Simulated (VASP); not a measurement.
# C (Fd-3m) in VASP: notebook

The runs below take C through single point, with BLYP, RPBE, LDA, PBEsol.

All numbers are computed with VASP 6.6.1; they aren't measurements. Logs are shortened: lines on timing, memory, paths and dates and some standing lists are left out, and cuts for length are marked.

### Step 1. The cell of the first run

Symmetry: Fd-3m, No. 227, cubic system. Conventional cell: a = 3.567 Å, b = 3.567 Å, c = 3.567 Å, α = 90.00°, β = 90.00°, γ = 90.00°. Within 2.1 Å of C (site symmetry -43m) lie 4 C at 1.54 Å.

### Step 2. Single point, BLYP

File INCAR:

```
  AGGAC = 1.0
  AGGAX = 1.0
  ALDAC = 0.0
  ALDAX = 1.0
  ALGO = Normal
  EDIFF = 1E-6
  ENCUT = 520
  GGA = B5
  ISIF = 2
  ISMEAR = 0
  LASPH = T
  LCHARG = F
  LREAL = F
  LWAVE = F
  NBANDS = 11
  NELM = 80
  PREC = Accurate
  SIGMA = 0.01
```

File KPOINTS:

```
k-points
0
Gamma
  8 8 8
```

File POSCAR:

```
C
1.0
    0.0000000000      1.7833700000      1.7833700000
    1.7833700000      0.0000000000      1.7833700000
    1.7833700000      1.7833700000      0.0000000000
C
2
Direct
    0.0000000000      0.0000000000      0.0000000000
    0.2500000000      0.2500000000      0.2500000000
```

Potentials or basis: VASP PAW PBE potentials, release 64 (C).

Command:

```bash
$ cat potpaw_PBE.64/C/POTCAR > POTCAR
$ mpirun -np 1 vasp_std > vasp.out
```

OUTCAR:

```text
EDIFF = 1E-6
   ENCUT = 520
   GGA = B5
   ISIF = 2
   ISMEAR = 0
   LASPH = T
   LREAL = F
   NELM = 80
   PREC = Accurate

 ion  position               nearest neighbor table
   1  0.000  0.000  0.000-   2 1.54   2 1.54   2 1.54   2 1.54
   2  0.250  0.250  0.250-   1 1.54   1 1.54   1 1.54   1 1.54

  LATTYP: Found a face centered cubic cell.
 ALAT       =     3.5667400000

  Lattice vectors:

 A1 = (   0.0000000000,   1.7833700000,   1.7833700000)
 A2 = (   1.7833700000,   0.0000000000,   1.7833700000)
 A3 = (   1.7833700000,   1.7833700000,   0.0000000000)

Analysis of symmetry for initial positions (statically):
[... 6 lines left out ...]

 Subroutine GETGRP returns: Found 48 space group operations
 (whereof 24 operations were pure point group operations)
 out of a pool of 48 trial point group operations.

The static configuration has the point symmetry T_d .
 The point group associated with its full space group is O_h .

Analysis of symmetry for dynamics (positions and initial velocities):
[... 6 lines left out ...]

 Subroutine GETGRP returns: Found 48 space group operations
 (whereof 24 operations were pure point group operations)
 out of a pool of 48 trial point group operations.

The dynamic configuration has the point symmetry T_d .
 The point group associated with its full space group is O_h .

 Subroutine INISYM returns: Found 48 space group operations
 (whereof 24 operations are pure point group operations),
 and found     1 'primitive' translations

----------------------------------------------------------------------------------------

                                     Primitive cell

  volume of cell :      11.3437

  direct lattice vectors                    reciprocal lattice vectors
     0.000000000  1.783370000  1.783370000    -0.280368067  0.280368067  0.280368067
     1.783370000  0.000000000  1.783370000     0.280368067 -0.280368067  0.280368067
     1.783370000  1.783370000  0.000000000     0.280368067  0.280368067 -0.280368067

  length of vectors
     2.522066041  2.522066041  2.522066041     0.485611737  0.485611737  0.485611737

  position of ions in fractional coordinates (direct lattice)
     0.000000000  0.000000000  0.000000000
     0.250000000  0.250000000  0.250000000

  ion indices of the primitive-cell ions
   primitive index   ion index
                 1           1
                 2           2

----------------------------------------------------------------------------------------

 KPOINTS: k-points

Automatic generation of k-mesh.
 Grid dimensions read from file:
 generate k-points for:    8    8    8

 Generating k-lattice:

  Cartesian coordinates                     Fractional coordinates (reciprocal lattice)
    -0.035046008  0.035046008  0.035046008     0.125000000  0.000000000  0.000000000
     0.035046008 -0.035046008  0.035046008     0.000000000  0.125000000  0.000000000
     0.035046008  0.035046008 -0.035046008     0.000000000  0.000000000  0.125000000

  Length of vectors
     0.060701467  0.060701467  0.060701467

  Shift w.r.t. Gamma in fractional coordinates (k-lattice)
     0.000000000  0.000000000  0.000000000

 Subroutine IBZKPT returns following result:
 ===========================================

 Found     29 irreducible k-points:

 Following reciprocal coordinates:
            Coordinates               Weight
  0.000000  0.000000  0.000000      1.000000
  0.125000  0.000000  0.000000      8.000000
  0.250000  0.000000  0.000000      8.000000
  0.375000  0.000000  0.000000      8.000000
  0.500000  0.000000  0.000000      4.000000
  0.125000  0.125000  0.000000      6.000000
[... 16 lines left out ...]
  0.500000  0.250000  0.125000     48.000000
 -0.375000  0.250000  0.125000     24.000000
 [... further k-points ...]
   k-points           NKPTS =     29   k-points in BZ     NKDIM =     29   number of bands    NBANDS=     11
   number of dos      NEDOS =    301   number of ions     NIONS =      2
   total plane-waves  NPLWV =   8000
   dimension x,y,z NGX =    20 NGY =   20 NGZ =   20
   dimension x,y,z NGXF=    40 NGYF=   40 NGZF=   40
   ions per type =               2
   NGX,Y,Z   is equivalent  to a cutoff of  13.18, 13.18, 13.18 a.u.
   NGXF,Y,Z  is equivalent  to a cutoff of  26.37, 26.37, 26.37 a.u.
 SYSTEM =  unknown system
   PREC   = accura    normal or accurate (medium, high low for compatibility)
   ISTART =      0    job   : 0-new  1-cont  2-samecut
   ICHARG =      2    charge: 1-file 2-atom 10-const
   ISPIN  =      1    spin polarized calculation?
   LNONCOLLINEAR =      F non collinear calculations
   LSORBIT =      F    spin-orbit coupling
   LASPH  =      T    aspherical Exc in radial PAW
   ENCUT  =  520.0 eV  38.22 Ry    6.18 a.u.   4.69  4.69  4.69*2*pi/ulx,y,z
   NELM   =     80;   NELMIN=  2; NELMDL= -5     # of ELM steps
   EDIFF  = 0.1E-05   stopping-criterion for ELM
   LREAL  =      F    real-space projection
   EDIFFG = 0.1E-04   stopping-criterion for IOM
   NSW    =      0    number of steps for IOM
   IBRION =     -1    ionic relax: 0-MD 1-quasi-New 2-CG
   NFREE  =      0    steps in history (QN), initial steepest desc. (CG)
   ISIF   =      2    stress and relaxation
   ISYM   =      2    0-nonsym 1-usesym 2-fastsym
   POTIM  = 0.5000    time-step for ionic-motion
   TEBEG  =    0.0;   TEEND  =   0.0 temperature during run
   PSTRESS=    0.0 pullay stress
   NELECT =       8.0000    total number of electrons
   NUPDOWN=      -1.0000    fix difference up-down
   EMIN   =  10.00;   EMAX   =-10.00  energy-range for DOS
   EFERMI =   0.00;   METHOD = LEGACY
   ISMEAR =     0;   SIGMA  =   0.01  broadening in eV -4-tet -1-fermi 0-gaus
   EFERMI_NEDOS =   21; number of points for ismear=-14 and -15
   IALGO  =     38    algorithm
   IMIX   =      4    mixing-type and parameters
     AMIX     =   0.40;   BMIX     =  1.00
     AMIX_MAG =   1.60;   BMIX_MAG =  1.00
  volume/ion in A,a.u.               =       5.67        38.28
  Fermi-wavevector in a.u.,A,eV,Ry     =   1.457203  2.753714 28.891161  2.123440
  Thomas-Fermi vector in A             =   2.574032
   LORBIT       =      0    0 simple, 1 ext, 2 COOP (PROOUT), +10 PAW based schemes
   GGA     = B5    functional components
   LHFCALC =     F    Hartree Fock is set to
   AEXX    =    0.0000 exact exchange contribution
   IVDW    =     0    specifies the selected vdW correction
   LEPSILON=     F    determine dielectric tensor
   LRPA    =     F    only Hartree local field effects (RPA)
 non-spin polarized calculation
 Gauss-broadening in eV      SIGMA  =   0.01
  energy-cutoff  :      520.00
  volume of cell :       11.34
 maximum number of plane-waves:       314
   NGX =  9   NGY =  9   NGZ =  9

 number of electron       7.9999999 magnetization

 Free energy of the ion-electron system (eV)
  ---------------------------------------------------
  ext. energy  EPLUGINS =         0.00000000
  ---------------------------------------------------
  free energy    TOTEN  =       -16.71747156 eV

  energy without entropy =      -16.71747156  energy(sigma->0) =      -16.71747156

 E-fermi :  10.2022     XC(G=0): -12.5448

 val. band max:       10.0142684517   @ k =   0.0000   0.0000   0.0000
 cond. band min:      14.4705082368   @ k =   0.3750   0.3750   0.0000
 fundamental gap:      4.4562397851
 Fermi energy:        10.2022335468

 k-point     1 :       0.0000    0.0000    0.0000
  band No.  band energies     occupation
      1     -11.1775      2.00000
      2      10.0143      2.00000
      3      10.0143      2.00000
      4      10.0143      2.00000
      5      15.7571      0.00000
      6      15.7571      0.00000
      7      15.7571      0.00000
      8      23.4529      0.00000
      9      29.8234      0.00000
     10      36.9383      0.00000
     11      36.9383      0.00000

 k-point     2 :       0.1250    0.0000    0.0000
  band No.  band energies     occupation
      1     -10.7487      2.00000
      2       7.6738      2.00000
      3       9.3828      2.00000
      4       9.3828      2.00000
      5      16.5937      0.00000
      6      16.5937      0.00000
      7      17.0166      0.00000
      8      23.8118      0.00000
      9      30.4313      0.00000
     10      33.9576      0.00000
     11      33.9576      0.00000

 k-point     3 :       0.2500    0.0000    0.0000
  band No.  band energies     occupation
      1      -9.4767      2.00000
      2       3.5752      2.00000
      3       8.3106      2.00000
      4       8.3106      2.00000
      5      17.9288      0.00000
      6      17.9288      0.00000
      7      18.3108      0.00000
      8      24.7537      0.00000
      9      31.1441      0.00000
     10      32.8573      0.00000
     11      32.8573      0.00000

 k-point     4 :       0.3750    0.0000    0.0000
  band No.  band energies     occupation
      1      -7.4331      2.00000
      2      -0.4475      2.00000
      3       7.5371      2.00000
      4       7.5371      2.00000
      5      18.5598      0.00000
      6      18.5598      0.00000
      7      18.8891      0.00000
      8      25.6582      0.00000
      9      31.5136      0.00000
     10      34.3912      0.00000
     11      34.3912      0.00000

 k-point     5 :       0.5000    0.0000    0.0000
  band No.  band energies     occupation
      1      -5.4840      2.00000
      2      -3.0902      2.00000
      3       7.2669      2.00000
      4       7.2669      2.00000
      5      18.6548      0.00000
      6      18.6548      0.00000
      7      19.0477      0.00000
      8      25.9519      0.00000
      9      32.1569      0.00000
     10      34.4620      0.00000
     11      36.2566      0.00000

 k-point     6 :       0.1250    0.1250    0.0000
  band No.  band energies     occupation
      1     -10.6060      2.00000
      2       8.3462      2.00000
      3       8.3462      2.00000
      4       8.7143      2.00000
      5      15.3847      0.00000
      6      17.9105      0.00000
      7      17.9105      0.00000
      8      23.4740      0.00000
      9      30.7090      0.00000
     10      31.1789      0.00000
     11      37.6693      0.00000

 k-point     7 :       0.2500    0.1250    0.0000
  band No.  band energies     occupation
      1      -9.6153      2.00000
      2       5.0464      2.00000
      3       7.2166      2.00000
      4       8.0305      2.00000
      5      16.0444      0.00000
      6      19.4415      0.00000
      7      19.5107      0.00000
      8      23.1080      0.00000
      9      30.4983      0.00000
     10      31.5599      0.00000
     11      36.2785      0.00000

 k-point     8 :       0.3750    0.1250    0.0000
  band No.  band energies     occupation
      1      -7.8214      2.00000
      2       1.0849      2.00000
      3       6.5732      2.00000
      4       6.8888      2.00000
      5      17.2345      0.00000
      6      20.2062      0.00000
      7      20.2085      0.00000
      8      23.7258      0.00000
      9      31.4691      0.00000
     10      32.0843      0.00000
     11      36.6323      0.00000
[... 141 lines left out ...]
 k-point    19 :       0.5000    0.3750    0.0000
  band No.  band energies     occupation
      1      -4.2314      2.00000
      2      -0.4935      2.00000
      3       2.8494      2.00000
      4       4.2160      2.00000
      5      15.3361      0.00000
      6      17.3541      0.00000
      7      25.6386      0.00000
      8      25.9050      0.00000
      9      31.9439      0.00000
     10      33.5206      0.00000
     11      40.3679      0.00000

 k-point    20 :      -0.3750    0.3750    0.0000
  band No.  band energies     occupation
      1      -2.7900      2.00000
      2      -1.5324      2.00000
      3       0.9405      2.00000
      4       4.7634      2.00000
      5      16.0412      0.00000
      6      20.9797      0.00000
      7      24.3909      0.00000
      8      25.6552      0.00000
      9      28.8937      0.00000
     10      34.4731      0.00000
     11      36.2580      0.00000

 k-point    21 :       0.5000    0.5000    0.0000
  band No.  band energies     occupation
      1      -2.5534      2.00000
      2      -2.5534      2.00000
      3       3.8451      2.00000
      4       3.8451      2.00000
      5      15.1466      0.00000
      6      15.1466      0.00000
      7      26.7565      0.00000
      8      26.7565      0.00000
      9      33.3489      0.00000
     10      33.3489      0.00000
     11      42.6740      0.00000

 k-point    22 :       0.3750    0.2500    0.1250
  band No.  band energies     occupation
      1      -8.3615      2.00000
      2       3.6262      2.00000
      3       4.6598      2.00000
      4       7.1953      2.00000
      5      16.7820      0.00000
      6      20.1767      0.00000
      7      21.6381      0.00000
      8      22.0474      0.00000
      9      30.9045      0.00000
     10      31.9067      0.00000
     11      36.1154      0.00000

 k-point    23 :       0.5000    0.2500    0.1250
  band No.  band energies     occupation
      1      -6.3593      2.00000
      2       0.3557      2.00000
      3       3.8785      2.00000
      4       6.0333      2.00000
      5      18.1990      0.00000
      6      19.8373      0.00000
      7      22.5353      0.00000
      8      23.4715      0.00000
      9      30.4621      0.00000
     10      32.5110      0.00000
     11      36.4785      0.00000

 k-point    24 :      -0.3750    0.2500    0.1250
  band No.  band energies     occupation
      1      -4.4825      2.00000
      2      -2.1037      2.00000
      3       3.8373      2.00000
      4       5.4428      2.00000
      5      18.5787      0.00000
      6      19.6390      0.00000
      7      23.1081      0.00000
      8      24.9729      0.00000
      9      28.6644      0.00000
     10      34.0180      0.00000
     11      36.6576      0.00000

 [... further k-points ...]
[... 5 lines left out ...]
  --------------------------------------------------------------------------------------
  -------------------------------------------------------------------------------------
  Total        0.8317460      0.8317460      0.8317460      0.0000000      0.0000000      0.0000000
  in kB      117.4753996    117.4753996    117.4753996      0.0000000      0.0000000      0.0000000
  external PRESSURE =     117.4753996 kB  Pullay stress =       0.0000000 kB

 VOLUME and BASIS-vectors are now :
 -----------------------------------------------------------------------------
  energy-cutoff  :      520.00
  volume of cell :       11.34
      direct lattice vectors                 reciprocal lattice vectors
     0.000000000  1.783370000  1.783370000    -0.280368067  0.280368067  0.280368067
     1.783370000  0.000000000  1.783370000     0.280368067 -0.280368067  0.280368067
     1.783370000  1.783370000  0.000000000     0.280368067  0.280368067 -0.280368067

 POSITION                                       TOTAL-FORCE (eV/Angst)
 -----------------------------------------------------------------------------------
      0.00000      0.00000      0.00000        -0.000000      0.000000     -0.000000
      0.89168      0.89168      0.89168         0.000000     -0.000000      0.000000
 -----------------------------------------------------------------------------------
    total drift:                               -0.000000     -0.000000     -0.000000

  FREE ENERGIE OF THE ION-ELECTRON SYSTEM (eV)
  ---------------------------------------------------
  free  energy   TOTEN  =       -16.7174715585 eV

  energy  without entropy=      -16.7174715585  energy(sigma->0) =      -16.71747156
```

Wall time 19 s (1 thread of AMD EPYC 7R13, shared host); peak memory 0.08 GiB.

Results:

```
Free energy            : -16.7175 eV
Pressure               : 11.7 GPa
Band gap on the k mesh : 4.46 eV, indirect (least direct gap 5.74 eV)
```

Caveat: the PAW data sets were made with another functional, which shifts forces and pressure a little. A k mesh can miss the band edges.

### Step 3. Single point, RPBE

File INCAR:

```
SYSTEM = C
  ALGO = Normal
  EDIFF = 1E-7
  ENCUT = 520
  GGA = RP
  ISIF = 2
  ISMEAR = 0
  LASPH = .True.
  LCHARG = .False.
  LREAL = .False.
  LWAVE = .False.
  NBANDS = 11
  NELM = 80
  PREC = Accurate
  SIGMA = 0.01
```

File KPOINTS:

```
k-points
0
Gamma
  8 8 8
  0 0 0
```

POSCAR is that of step 2.

Potentials or basis: VASP PAW PBE potentials, release 64 (C).

Command:

```bash
$ cat potpaw_PBE.64/C/POTCAR > POTCAR
$ mpirun -np 1 vasp_std > vasp.out
```

It used 9.1 s of CPU time on 1 thread of AMD EPYC 7R13, on a shared host.

It converged, with:

| Property | Result |
| --- | --- |
| Free energy | -17.2277 eV |
| Pressure | 8.5 GPa |
| Band gap on the k mesh | 4.13 eV, indirect (least direct gap 5.59 eV) |

Levels at points of the mesh, in eV from the valence-band top:
| k point | band 1 | band 2 | band 3 | band 4 | band 5 | band 6 | band 7 | band 8 |
| --- | --- | --- | --- | --- | --- | --- | --- | --- |
| (0.00, 0.00, 0.00) | -21.56 | 0.00 | 0.00 | 0.00 | 5.59 | 5.59 | 5.59 | 13.27 |
| (0.50, 0.00, 0.00) | -15.80 | -13.40 | -2.81 | -2.81 | 8.47 | 8.47 | 8.79 | 15.81 |
| (0.50, 0.50, 0.00) | -12.83 | -12.83 | -6.31 | -6.31 | 4.76 | 4.76 | 16.90 | 16.90 |

Caveat: the PAW data sets were made with another functional, which shifts forces and pressure a little. Expect the measured gap to be larger: semilocal functionals such as RPBE lack the derivative discontinuity.

### Step 4. Single point, LDA

File INCAR:

```
PREC = Accurate ; ENCUT = 520
EDIFF = 1E-6 ; ISMEAR = 0
SIGMA = 0.01 ; LREAL = False
LASPH = True ; NELM = 60
ALGO = Normal ; ISIF = 2
LWAVE = False ; LCHARG = False
GGA = CA ; NBANDS = 11
```

File KPOINTS:

```
Automatic mesh
0
Gamma
  8 8 8
```

POSCAR is that of step 3.

Potentials or basis: VASP PAW LDA potentials, release 64 (C).

Command:

```bash
$ cat potpaw_LDA.64/C/POTCAR > POTCAR
$ mpirun -np 1 vasp_std > vasp.out
```

Wall time 12 s (1 thread of AMD EPYC 7R13, shared host); peak memory 0.08 GiB.

It converged, with:

```
Free energy            : -20.2345 eV
Pressure               : -11.6 GPa
Band gap on the k mesh : 4.10 eV, indirect (least direct gap 5.54 eV)
```

Levels at points of the mesh, in eV from the valence-band top:
```
           k point  band 1  band 2  band 3  band 4  band 5  band 6  band 7  band 8  band 9
(0.00, 0.00, 0.00)  -21.32    0.00    0.00    0.00    5.54    5.54    5.54   13.56   19.00
(0.50, 0.00, 0.00)  -15.48  -13.36   -2.79   -2.79    8.38    8.38    9.01   15.41   21.52
(0.50, 0.50, 0.00)  -12.61  -12.61   -6.29   -6.29    4.70    4.70   16.63   16.63   22.93
```

A k mesh can miss the band edges.

### Step 5. Single point, PBEsol

File INCAR:

```
SYSTEM = C
  PREC = Accurate
  ENCUT = 520
  EDIFF = 1E-7
  ISMEAR = 0
  SIGMA = 0.01
  LREAL = .FALSE.
  LASPH = .TRUE.
  NELM = 80
  ALGO = Normal
  ISIF = 2
  LWAVE = .FALSE.
  LCHARG = .TRUE.
  GGA = PS
  LELF = .TRUE.
  LVHAR = .TRUE.
  NBANDS = 11
```

File KPOINTS:

```
Automatic mesh
0
G
  8 8 8
  0 0 0
```

POSCAR is that of step 4.

Potentials or basis: VASP PAW PBE potentials, release 64 (C).

Command:

```bash
$ cat potpaw_PBE.64/C/POTCAR > POTCAR
$ mpirun -np 1 vasp_std > vasp.out
```

It used 9.3 s of CPU time on 1 thread of AMD EPYC 7R13 (shared host).

Results (log left out):

```
Free energy            : -19.2480 eV
Pressure               : -3.8 GPa
Band gap on the k mesh : 4.00 eV, indirect (least direct gap 5.54 eV)
```

Levels at points of the mesh, in eV from the valence-band top:
| k point | band 2 | band 3 | band 4 | band 5 | band 6 | band 7 |
| --- | --- | --- | --- | --- | --- | --- |
| (0.00, 0.00, 0.00) | 0.00 | 0.00 | 0.00 | 5.54 | 5.54 | 5.54 |
| (0.50, 0.00, 0.00) | -13.47 | -2.81 | -2.81 | 8.38 | 8.38 | 8.84 |
| (0.50, 0.50, 0.00) | -12.78 | -6.34 | -6.34 | 4.60 | 4.60 | 16.79 |

Caveat: the PAW data sets were made with another functional, which shifts forces and pressure a little. As with any semilocal functional, this PBEsol gap is likely too small.

### Step 6. Overview

| level | potentials or basis | gap on the mesh (eV) | pressure (GPa) |
| --- | --- | --- | --- |
| BLYP | VASP PAW PBE potentials, release 64 (C) | 4.46 | 11.7 |
| RPBE | VASP PAW PBE potentials, release 64 (C) | 4.13 | 8.5 |
| LDA | VASP PAW LDA potentials, release 64 (C) | 4.10 | -11.6 |
| PBEsol | VASP PAW PBE potentials, release 64 (C) | 4.00 | -3.8 |

Alike in all rows: task single point; no spin polarisation; cell as given; k mesh 8 × 8 × 8; cutoff (eV) 520; smearing gaussian 0.01 eV.

Caveats: the PAW data sets were made with another functional, which shifts forces and pressure a little (some runs).

Total energies depend on the potentials used, so only differences within one code and one set of settings carry meaning.
